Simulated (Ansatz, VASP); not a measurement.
Two plane-wave programs on AlN

The input INCAR:

```
  PREC = Accurate
  ENCUT = 520
  EDIFF = 1E-7
  ISMEAR = 0
  SIGMA = 0.05
  LREAL = False
  LASPH = True
  NELM = 100
  ALGO = Normal
  ISIF = 2
  LWAVE = False
  LCHARG = False
  GGA = PE
  NBANDS = 11
```

Contents of KPOINTS:

```
regular mesh
0
Gamma
  10 10 10
```

File POSCAR:

```
AlN
1.0
   -0.1044152225      2.1330538303      2.1330538303
    2.1330538303     -0.1044152225      2.1330538303
    2.1330538303      2.1330538303     -0.1044152225
Al N
1 1
Direct
    0.0000000000      0.0000000000      0.0000000000
    0.7500000000      0.7500000000      0.7500000000
```

Input for Ansatz:

```yaml
crystal:
  lattice:
    - [-0.1044152225, 2.1330538303, 2.1330538303]
    - [2.1330538303, -0.1044152225, 2.1330538303]
    - [2.1330538303, 2.1330538303, -0.1044152225]
  atoms:
    - { symbol: Al, position: [0.0, 0.0, 0.0] }
    - { symbol: "N", position: [0.75, 0.75, 0.75] }
basis:
  ecutwfc: 420
kpoints:
  mp_grid: { grid: [10, 10, 10] }
hamiltonian:
  xc: pbe
scf:
  occupations: { method: gaussian, width: 0.05 }
output:
  forces: true
  stress: true
  eigenvalues: true
```

Alike in both runs: task single point; functional PBE; k mesh 10 × 10 × 10; occupations gaussian, width 0.05 eV; no spin polarisation.

|  | VASP | Ansatz |
| --- | --- | --- |
| version | VASP 6.6.1 | Ansatz 0.2.0 |
| potentials or method | VASP PAW PBE potentials, release 64 (Al, N), cutoff 520 eV | scalar-relativistic, plane waves, PAW |
| valence electrons in the cell | 8 | 8 |

|  | VASP | Ansatz | Ansatz less VASP |
| --- | --- | --- | --- |
| gap on the k mesh at the Fermi level (eV) | 3.04 | 3.05 | +0.011 |
| least direct gap on the mesh (eV) | 3.85 | 3.84 | -0.007 |
| pressure (GPa) | 6.1 | 6.4 | +0.24 |
| traceless stress, the component that is largest in VASP (GPa) | 11.74 | 11.64 | -0.100 |
| rms of the force components (eV/Å) | 0.611 | 0.607 | -0.0042 |

Atom by atom the forces differ by 0.004 eV/Å (rms over components). The functional is the same, so the differences come from potentials, cutoffs and numerics.
